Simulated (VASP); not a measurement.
# Pt in VASP: further runs

Pt is run at these levels: PBE; tasks: relaxation of the atoms, single point.

Everything below comes from runs of VASP 6.6.1. Logs are shortened: lines on timing, memory, paths and dates and some standing lists are left out, and cuts for length are marked.

### 1 The cell of the first run

The cell holds a slab with vacuum, 15 atoms: a = 5.538 Å, b = 5.538 Å, c = 23.782 Å, α = 90.00°, β = 90.00°, γ = 120.00°.

### 2 Relaxation of the atoms, PBE (atoms taken out)

File INCAR:

```
ALGO = Normal
DIPOL = 0.5 0.5 0.490
EDIFF = 1E-7
EDIFFG = -0.04
ENCUT = 450
GGA = PE
GGA_COMPAT = F
IBRION = 2
IDIPOL = 3
ISIF = 2
ISMEAR = 0
KPAR = 4
LASPH = T
LCHARG = F
LDIPOL = T
LREAL = F
LWAVE = F
NELM = 120
NELMDL = -8
NELMIN = 4
NSW = 60
PREC = Accurate
SIGMA = 0.1
```

File KPOINTS:

```
k-points
0
Gamma
  6 6 1
```

File POSCAR:

```
Pt
1.0
    5.5377774600      0.0000000000      0.0000000000
   -2.7688887400      4.7958559600      0.0000000000
    0.0000000000      0.0000000000     23.7823646699
Pt
15
Selective dynamics
Direct
    0.3333333350      0.1666666650      0.3574076892  F F F
    0.3333333350      0.6666666650      0.3574076892  F F F
    0.8333333350      0.1666666650      0.3574076892  F F F
    0.8333333350      0.6666666650      0.3574076892  F F F
    0.1666666650      0.3333333350      0.4524692332  F F F
    0.1666666650      0.8333333350      0.4524692332  F F F
    0.6666666650      0.3333333350      0.4524692332  F F F
    0.6666666650      0.8333333350      0.4524692332  F F F
    0.0000000000      0.0000000000      0.5475307668  T T T
    0.0000000000      0.5000000000      0.5475307668  T T T
    0.5000000000      0.0000000000      0.5475307668  T T T
    0.5000000000      0.5000000000      0.5475307668  T T T
    0.3333333350      0.6666666650      0.6425923108  T T T
    0.8333333350      0.1666666650      0.6425923108  T T T
    0.8333333350      0.6666666650      0.6425923108  T T T
```

Potentials or basis: VASP PAW PBE potentials, release 64 (Pt).

Run with:

```bash
cat potpaw_PBE.64/Pt/POTCAR > POTCAR
mpirun -np 4 vasp_std > vasp.out
```

OUTCAR:

```text
EDIFF = 1E-7
   EDIFFG = -0.04
   ENCUT = 450
   GGA = PE
   IBRION = 2
   ISIF = 2
   ISMEAR = 0
   LASPH = T
   LREAL = F
   NELM = 120
   NELMDL = -8
   NELMIN = 4
   NSW = 60
   PREC = Accurate

 ion  position               nearest neighbor table
   1  0.333  0.167  0.357-   4 2.77   4 2.77   3 2.77   3 2.77   2 2.77   2 2.77   7 2.77   6 2.77
                             5 2.77
   2  0.333  0.667  0.357-   3 2.77   3 2.77   4 2.77   4 2.77   1 2.77   1 2.77   8 2.77   5 2.77
                             6 2.77
   3  0.833  0.167  0.357-   2 2.77   2 2.77   1 2.77   1 2.77   4 2.77   4 2.77   5 2.77   8 2.77
                             7 2.77
   4  0.833  0.667  0.357-   1 2.77   1 2.77   2 2.77   2 2.77   3 2.77   3 2.77   6 2.77   7 2.77
                             8 2.77
   5  0.167  0.333  0.452-  10 2.77  12 2.77   9 2.77   8 2.77   8 2.77   7 2.77   7 2.77   6 2.77
                             6 2.77   3 2.77   2 2.77   1 2.77
   6  0.167  0.833  0.452-   9 2.77  11 2.77  10 2.77   7 2.77   7 2.77   8 2.77   8 2.77   5 2.77
                             5 2.77   4 2.77   1 2.77   2 2.77
   7  0.667  0.333  0.452-  12 2.77  10 2.77  11 2.77   6 2.77   6 2.77   5 2.77   5 2.77   8 2.77
                             8 2.77   1 2.77   4 2.77   3 2.77
   8  0.667  0.833  0.452-  11 2.77   9 2.77  12 2.77   5 2.77   5 2.77   6 2.77   6 2.77   7 2.77
                             7 2.77   2 2.77   3 2.77   4 2.77
   9  0.000  0.000  0.548-   6 2.77   8 2.77   5 2.77  12 2.77  12 2.77  11 2.77  11 2.77  10 2.77
                            10 2.77  14 2.77  15 2.77
  10  0.000  0.500  0.548-   5 2.77   7 2.77   6 2.77  11 2.77  11 2.77  12 2.77  12 2.77   9 2.77
                             9 2.77  15 2.77  13 2.77  14 2.77
  11  0.500  0.000  0.548-   8 2.77   6 2.77   7 2.77  10 2.77  10 2.77   9 2.77   9 2.77  12 2.77
                            12 2.77  14 2.77  13 2.77
  12  0.500  0.500  0.548-   7 2.77   5 2.77   8 2.77   9 2.77   9 2.77  10 2.77  10 2.77  11 2.77
                            11 2.77  13 2.77  15 2.77
  13  0.333  0.667  0.643-  14 2.77  14 2.77  15 2.77  15 2.77  12 2.77  10 2.77  11 2.77
  14  0.833  0.167  0.643-  13 2.77  13 2.77  15 2.77  15 2.77   9 2.77  11 2.77  10 2.77
  15  0.833  0.667  0.643-  13 2.77  13 2.77  14 2.77  14 2.77  10 2.77  12 2.77   9 2.77

  LATTYP: Found a hexagonal cell.
 ALAT       =     5.5377774600
 C/A-ratio  =     4.2945685054

  Lattice vectors:

 A1 = (   5.5377774600,   0.0000000000,   0.0000000000)
 A2 = (  -2.7688887400,   4.7958559600,   0.0000000000)
 A3 = (   0.0000000000,   0.0000000000,  23.7823646699)

Analysis of symmetry for initial positions (statically):
=====================================================================
 Subroutine PRICEL returns:
 Original cell was already a primitive cell.

 Routine SETGRP: Setting up the symmetry group for a
 hexagonal supercell.

 Subroutine GETGRP returns: Found  6 space group operations
 (whereof  2 operations were pure point group operations)
 out of a pool of 24 trial point group operations.

The static configuration has the point symmetry C_1h.
 The point group associated with its full space group is C_3v.

Analysis of symmetry for dynamics (positions and initial velocities):
=====================================================================
 Subroutine PRICEL returns:
 Original cell was already a primitive cell.

 Routine SETGRP: Setting up the symmetry group for a
 hexagonal supercell.

 Subroutine GETGRP returns: Found  6 space group operations
 (whereof  2 operations were pure point group operations)
 out of a pool of 24 trial point group operations.

The dynamic configuration has the point symmetry C_1h.
 The point group associated with its full space group is C_3v.

Analysis of constrained symmetry for selective dynamics:
=====================================================================
 Subroutine PRICEL returns:
 Original cell was already a primitive cell.

 Routine SETGRP: Setting up the symmetry group for a
 hexagonal supercell.

 Subroutine GETGRP returns: Found  6 space group operations
 (whereof  2 operations were pure point group operations)
 out of a pool of 24 trial point group operations.

The constrained configuration has the point symmetry C_1h.
 The point group associated with its full space group is C_3v.

 Subroutine INISYM returns: Found  6 space group operations
 (whereof  2 operations are pure point group operations),
 and found     1 'primitive' translations

----------------------------------------------------------------------------------------

[... 67 lines left out ...]

 Subroutine IBZKPT returns following result:
 ===========================================

 Found      7 irreducible k-points:

 Following reciprocal coordinates:
            Coordinates               Weight
  0.000000  0.000000  0.000000      1.000000
  0.166667  0.000000  0.000000      6.000000
  0.333333  0.000000  0.000000      6.000000
  0.500000  0.000000  0.000000      3.000000
  0.166667  0.166667  0.000000      6.000000
  0.333333  0.166667  0.000000     12.000000
  0.333333  0.333333  0.000000      2.000000
   k-points           NKPTS =      7   k-points in BZ     NKDIM =      7   number of bands    NBANDS=     90
   number of dos      NEDOS =    301   number of ions     NIONS =     15
   total plane-waves  NPLWV = 268800
   dimension x,y,z NGX =    40 NGY =   40 NGZ =  168
   dimension x,y,z NGXF=    80 NGYF=   80 NGZF=  336
   ions per type =              15
   NGX,Y,Z   is equivalent  to a cutoff of  12.01, 12.01, 11.74 a.u.
   NGXF,Y,Z  is equivalent  to a cutoff of  24.02, 24.02, 23.49 a.u.
 SYSTEM =  unknown system
   PREC   = accura    normal or accurate (medium, high low for compatibility)
   ISTART =      0    job   : 0-new  1-cont  2-samecut
   ICHARG =      2    charge: 1-file 2-atom 10-const
   ISPIN  =      1    spin polarized calculation?
   LNONCOLLINEAR =      F non collinear calculations
   LSORBIT =      F    spin-orbit coupling
   LASPH  =      T    aspherical Exc in radial PAW
   ENCUT  =  450.0 eV  33.07 Ry    5.75 a.u.   9.58  9.58 41.14*2*pi/ulx,y,z
   NELM   =    120;   NELMIN=  4; NELMDL= -8     # of ELM steps
   EDIFF  = 0.1E-06   stopping-criterion for ELM
   LREAL  =      F    real-space projection
   EDIFFG = -.4E-01   stopping-criterion for IOM
   NSW    =     60    number of steps for IOM
   IBRION =      2    ionic relax: 0-MD 1-quasi-New 2-CG
   NFREE  =      1    steps in history (QN), initial steepest desc. (CG)
   ISIF   =      2    stress and relaxation
   ISYM   =      2    0-nonsym 1-usesym 2-fastsym
   POTIM  = 0.5000    time-step for ionic-motion
   TEBEG  =    0.0;   TEEND  =   0.0 temperature during run
   PSTRESS=    0.0 pullay stress
   NELECT =     150.0000    total number of electrons
   NUPDOWN=      -1.0000    fix difference up-down
   EMIN   =  10.00;   EMAX   =-10.00  energy-range for DOS
   EFERMI =   0.00;   METHOD = LEGACY
   ISMEAR =     0;   SIGMA  =   0.10  broadening in eV -4-tet -1-fermi 0-gaus
   EFERMI_NEDOS =   21; number of points for ismear=-14 and -15
   IALGO  =     38    algorithm
   IMIX   =      4    mixing-type and parameters
     AMIX     =   0.40;   BMIX     =  1.00
     AMIX_MAG =   1.60;   BMIX_MAG =  1.00
  volume/ion in A,a.u.               =      42.11       284.16
  Fermi-wavevector in a.u.,A,eV,Ry     =   1.013802  1.915807 13.983986  1.027794
  Thomas-Fermi vector in A             =   2.146992
   LORBIT       =      0    0 simple, 1 ext, 2 COOP (PROOUT), +10 PAW based schemes
   GGA     = PE    functional components
   LHFCALC =     F    Hartree Fock is set to
   AEXX    =    0.0000 exact exchange contribution
   IVDW    =     0    specifies the selected vdW correction
   LEPSILON=     F    determine dielectric tensor
   LRPA    =     F    only Hartree local field effects (RPA)
 conjugate gradient relaxation of ions
 non-spin polarized calculation
 Gauss-broadening in eV      SIGMA  =   0.10
  energy-cutoff  :      450.00
  volume of cell :      631.62
 maximum number of plane-waves:     13775
 NGX is ok and might be reduce to    40
   NGX = 19   NGY = 19   NGZ = 83

 dipolmoment           0.000000      0.000000      0.001703 electrons x Angstroem

--------------------------------------- Ionic step        1  -------------------------------------------

 number of electron     149.9999999 magnetization

 Free energy of the ion-electron system (eV)
  ---------------------------------------------------
  ext. energy  EPLUGINS =         0.00000000
  ---------------------------------------------------
  free energy    TOTEN  =       -85.79119154 eV

  energy without entropy =      -85.64370610  energy(sigma->0) =      -85.71744882

------------------------ aborting loop because EDIFF is reached ----------------------------------------

  FORCE on cell =-STRESS in cart. coord.  units (eV):
  Direction    XX          YY          ZZ          XY          YZ          ZX
  --------------------------------------------------------------------------------------
  -------------------------------------------------------------------------------------
  Total       -6.1058689     -6.1058688      5.9071018      0.0000000     -0.0000000     -0.0000000
  in kB      -15.4882158    -15.4882157     14.9840211      0.0000000     -0.0000000     -0.0000000
  external PRESSURE =      -5.3308035 kB  Pullay stress =       0.0000000 kB
[... 330 lines left out ...]
--------------------------------------- Ionic step        8  -------------------------------------------

 number of electron     149.9999992 magnetization

 dipolmoment           0.000000      0.000000     -0.034123 electrons x Angstroem

 Free energy of the ion-electron system (eV)
  ---------------------------------------------------
  ext. energy  EPLUGINS =         0.00000000
  ---------------------------------------------------
  free energy    TOTEN  =       -85.87328952 eV

  energy without entropy =      -85.72932671  energy(sigma->0) =      -85.80130812

 E-fermi :   0.3418     XC(G=0):  -5.6762

 val. band max:        0.3337443398   @ k =   0.0000   0.0000   0.0000
 cond. band min:       0.3723715867   @ k =   0.1667   0.0000   0.0000
 fundamental gap:      0.0386272469
 Fermi energy:         0.3418300613

 k-point     1 :       0.0000    0.0000    0.0000
  band No.  band energies     occupation
      1      -9.1005      2.00000
      2      -7.7098      2.00000
      3      -6.7437      2.00000
      4      -6.4027      2.00000
      5      -6.4027      2.00000
      6      -6.3543      2.00000
[... 619 lines left out ...]
     86       3.2326      0.00000
     87       3.7934      0.00000
 [bands above 87 left out]

------------------------ aborting loop because EDIFF is reached ----------------------------------------

 vacuum level on the upper side and lower side of the slab       (xc-potential included)        -0.195         0.054

  FORCE on cell =-STRESS in cart. coord.  units (eV):
  Direction    XX          YY          ZZ          XY          YZ          ZX
  --------------------------------------------------------------------------------------
  -------------------------------------------------------------------------------------
  Total       -6.6262714     -6.6262714      5.3140193      0.0000000     -0.0000000      0.0000000
  in kB      -16.8082747    -16.8082747     13.4796013      0.0000000     -0.0000000      0.0000000
  external PRESSURE =      -6.7123160 kB  Pullay stress =       0.0000000 kB
[... 30 lines left out ...]
  FREE ENERGIE OF THE ION-ELECTRON SYSTEM (eV)
  ---------------------------------------------------
  free  energy   TOTEN  =       -85.8732895239 eV

  energy  without entropy=      -85.7293267072  energy(sigma->0) =      -85.80130812

 reached required accuracy - stopping structural energy minimisation

 vacuum level on the upper side and lower side of the slab         5.791         6.043
```

Wall time 18 min (4 MPI ranks of Intel Xeon Platinum 8488C (Sapphire Rapids), shared host); peak memory 0.76 GiB.

Results:

* Free energy: -85.8733 eV
* Energy gained by relaxing: 5.5 meV/atom
* Ionic steps: 8
* Band gap on the k mesh: zero (bands 75 and 76 overlap by 0.62 eV)

The path:
```csv
step,energy change (eV),largest force on free atoms (eV/Å),pressure (GPa)
1,0.0000,0.7689,-0.53
2,-0.0708,0.2568,-0.52
3,-0.0763,0.1429,-0.49
4,-0.0792,0.0734,-0.53
5,-0.0799,0.0991,-0.55
6,-0.0815,0.0477,-0.61
7,-0.0817,0.0752,-0.65
8,-0.0821,0.0338,-0.67
```

Final structure:
```
CELL_PARAMETERS angstrom
5.53778 0.00000 0.00000
-2.76889 4.79586 0.00000
0.00000 0.00000 23.78236
ATOMIC_POSITIONS crystal
Pt 0.33333 0.16667 0.35741
Pt 0.33333 0.66667 0.35741
Pt 0.83333 0.16667 0.35741
Pt 0.83333 0.66667 0.35741
Pt 0.16667 0.33333 0.45247
Pt 0.16667 0.83333 0.45247
Pt 0.66667 0.33333 0.45247
Pt 0.66667 0.83333 0.45247
Pt 0.00530 0.00265 0.55015
Pt 0.00000 0.50000 0.54830
Pt 0.49735 0.00265 0.55015
Pt 0.49735 0.49470 0.55015
Pt 0.33237 0.66619 0.64236
Pt 0.83381 0.16763 0.64236
Pt 0.83381 0.66619 0.64236
```

Levels at points of the mesh, in eV from the Fermi level:
```tsv
k point	band 71	band 72	band 73	band 74	band 75	band 76	band 77	band 78	band 79	band 80
(0.00, 0.00, 0.00)	0.18	0.18	0.35	0.35	0.36	0.61	0.61	0.61	0.88	1.01
(0.50, 0.00, 0.00)	-0.55	-0.40	-0.19	-0.13	-0.04	0.15	0.18	0.22	0.41	0.44
```

Caveat: the cell differs from its parent crystal (atoms taken out); spin-orbit coupling is left out, which moves the levels of the heavy elements.

### 3 Single point, PBE (atoms taken out, then relaxed in part)

File INCAR:

```
SYSTEM = Pt
  ALGO = Normal
  DIPOL = 0.5 0.5 0.491
  EDIFF = 1E-6
  ENCUT = 400
  GGA = PE
  GGA_COMPAT = .False.
  IDIPOL = 3
  ISIF = 2
  ISMEAR = 0
  LASPH = .True.
  LCHARG = .True.
  LDIPOL = .True.
  LELF = .True.
  LREAL = .False.
  LVACPOTAV = .True.
  LVHAR = .True.
  LWAVE = .False.
  NBANDS = 88
  NELM = 120
  NELMDL = -8
  PREC = Accurate
  SIGMA = 0.1
```

File KPOINTS:

```
k-points
0
Gamma
  6 6 1
  0 0 0
```

File POSCAR:

```
Pt
1.0
    5.5377774595      0.0000000058      0.0000000000
   -2.7688887348      4.7958559575      0.0000000000
    0.0000000000      0.0000000000     23.7823646699
Pt
15
Direct
    0.3333333333      0.1666666667      0.3574076892
    0.3333333333      0.6666666667      0.3574076892
    0.8333333333      0.1666666667      0.3574076892
    0.8333333333      0.6666666667      0.3574076892
    0.1666666667      0.3333333333      0.4524692332
    0.1666666667      0.8333333333      0.4524692332
    0.6666666667      0.3333333333      0.4524692332
    0.6666666667      0.8333333333      0.4524692332
    0.0051741686      0.0025870843      0.5504374319
    0.0000000000      0.5000000000      0.5488553112
    0.4974129157      0.0025870843      0.5504374319
    0.4974129157      0.4948258314      0.5504374319
    0.3328593002      0.6664296501      0.6430320744
    0.8335703499      0.1671406998      0.6430320744
    0.8335703499      0.6664296501      0.6430320744
```

Potentials or basis: VASP PAW PBE potentials, release 64 (Pt).

Run with:

```bash
cat potpaw_PBE.64/Pt/POTCAR > POTCAR
mpirun -np 1 vasp_std > vasp.out
```

It took 18 min on 1 thread of Intel Xeon Platinum 8259CL at 2.50GHz (Skylake/Cascade Lake), shared host; peak memory 0.54 GiB.

The run converged. Its results:

| Property | Result |
| --- | --- |
| Free energy | -85.8696 eV |
| Largest force | 0.710 eV/Å |
| Band gap on the k mesh | zero (bands 75 and 76 overlap by 0.63 eV) |

Forces in eV/Å, atoms in the order of the input:
```
Pt   0.000  0.000 -0.538
Pt  -0.060 -0.035 -0.555
Pt   0.000  0.070 -0.555
Pt   0.060 -0.035 -0.555
Pt   0.072 -0.041  0.705
Pt   0.000  0.083  0.705
Pt  -0.072 -0.041  0.705
Pt   0.000  0.000  0.182
Pt  -0.005 -0.003  0.003
Pt   0.000  0.000  0.002
Pt   0.005 -0.003  0.003
Pt   0.000  0.006  0.003
Pt  -0.007 -0.004 -0.035
Pt   0.000  0.008 -0.035
Pt   0.007 -0.004 -0.035
```

Levels at points of the mesh, in eV from the Fermi level:
```csv
k point,band 73,band 74,band 75,band 76,band 77,band 78
"(0.00, 0.00, 0.00)",0.35,0.35,0.36,0.61,0.61,0.61
"(0.50, 0.00, 0.00)",-0.20,-0.13,-0.05,0.15,0.18,0.22
```

Caveat: the cell differs from its parent crystal (atoms taken out, then relaxed in part); spin-orbit coupling is left out, which moves the levels of the heavy elements.

### 4 Single point, PBE (atoms taken out)

File INCAR:

```
SYSTEM = Pt
PREC = Accurate
ENCUT = 400
EDIFF = 1E-6
ISMEAR = 0
SIGMA = 0.1
LREAL = .False.
LASPH = .True.
NELM = 120
ALGO = Normal
ISIF = 2
LWAVE = .False.
LCHARG = .False.
LDIPOL = .True.
IDIPOL = 3
DIPOL = 0.5 0.5 0.491
GGA = PE
NBANDS = 88
GGA_COMPAT = .False.
NELMDL = -8
```

File KPOINTS:

```
Automatic mesh
0
Gamma
  12 12 1
  0 0 0
```

File POSCAR:

```
Pt
1.0
    5.5377774600      0.0000000000      0.0000000000
   -2.7688887400      4.7958559600      0.0000000000
    0.0000000000      0.0000000000     23.7823646699
Pt
15
Direct
    0.3333333336      0.1666666670      0.3574076892
    0.3333333340      0.6666666667      0.3574076892
    0.8333333339      0.1666666676      0.3574076892
    0.8333333342      0.6666666673      0.3574076892
    0.1666666670      0.3333333334      0.4524692332
    0.1666666673      0.8333333331      0.4524692332
    0.6666666672      0.3333333340      0.4524692332
    0.6666666676      0.8333333337      0.4524692332
    0.0051741686      0.0025870843      0.5504374319
    0.0000000003      0.4999999997      0.5488553112
    0.4974129160      0.0025870849      0.5504374319
    0.4974129163      0.4948258318      0.5504374319
    0.3328593008      0.6664296502      0.6430320744
    0.8335703504      0.1671407007      0.6430320744
    0.8335703508      0.6664296508      0.6430320744
```

Run with:

```bash
cat potpaw_PBE.64/Pt/POTCAR > POTCAR
mpirun -np 1 vasp_std > vasp.out
```

Run time: 45 min. Hardware: 1 thread of Intel Xeon Platinum 8259CL at 2.50GHz (Skylake/Cascade Lake), shared host; peak memory 0.74 GiB.

The run converged. Its results:

| Quantity | Value |
| --- | --- |
| Free energy | -85.7928 eV |
| Largest force | 0.700 eV/Å |
| Band gap on the k mesh | zero (bands 75 and 76 overlap by 0.64 eV) |

Forces in eV/Å, atoms in the order of the input:
```
Pt   0.000  0.000 -0.571
Pt  -0.065 -0.038 -0.553
Pt   0.000  0.075 -0.553
Pt   0.065 -0.038 -0.553
Pt   0.060 -0.035  0.696
Pt   0.000  0.069  0.696
Pt  -0.060 -0.035  0.696
Pt   0.000  0.000  0.230
Pt  -0.008 -0.005  0.009
Pt   0.000  0.000 -0.007
Pt   0.008 -0.005  0.009
Pt   0.000  0.009  0.009
Pt  -0.003 -0.001 -0.036
Pt   0.000  0.003 -0.036
Pt   0.003 -0.001 -0.036
```

Levels at points of the mesh, in eV from the Fermi level:
| k point | band 71 | band 72 | band 73 | band 74 | band 75 | band 76 | band 77 | band 78 | band 79 | band 80 |
| --- | --- | --- | --- | --- | --- | --- | --- | --- | --- | --- |
| (0.00, 0.00, 0.00) | 0.19 | 0.19 | 0.34 | 0.34 | 0.36 | 0.58 | 0.59 | 0.59 | 0.87 | 1.01 |
| (0.50, 0.00, 0.00) | -0.56 | -0.40 | -0.21 | -0.14 | -0.06 | 0.14 | 0.16 | 0.21 | 0.39 | 0.43 |

Caveat: the cell differs from its parent crystal (atoms taken out); spin-orbit coupling is left out, which moves the levels of the heavy elements.

### 5 Summary

| task | cell | k mesh | cutoff (eV) | atoms held fixed (from 0) | gap on the mesh (eV) | largest force (eV/Å) |
| --- | --- | --- | --- | --- | --- | --- |
| relaxation of the atoms | atoms relaxed, atomic positions A | 6 × 6 × 1 | 450 | [0, 1, 2, 3, 4, 5, 6, 7] | none | - |
| single point | as given, atomic positions B | 6 × 6 × 1 | 400 | - | none | 0.71 |
| single point | as given, atomic positions B | 12 × 12 × 1 | 400 | - | none | 0.70 |

Alike in all rows: level PBE; potentials or basis VASP PAW PBE potentials, release 64 (Pt); no spin polarisation; smearing gaussian 0.1 eV.

Caveats: spin-orbit coupling is left out, which moves the levels of the heavy elements.

Absolute energies hang on the potentials; compare differences alone.

The gap in the log of VASP goes by the Fermi energy; the results here count the filled bands.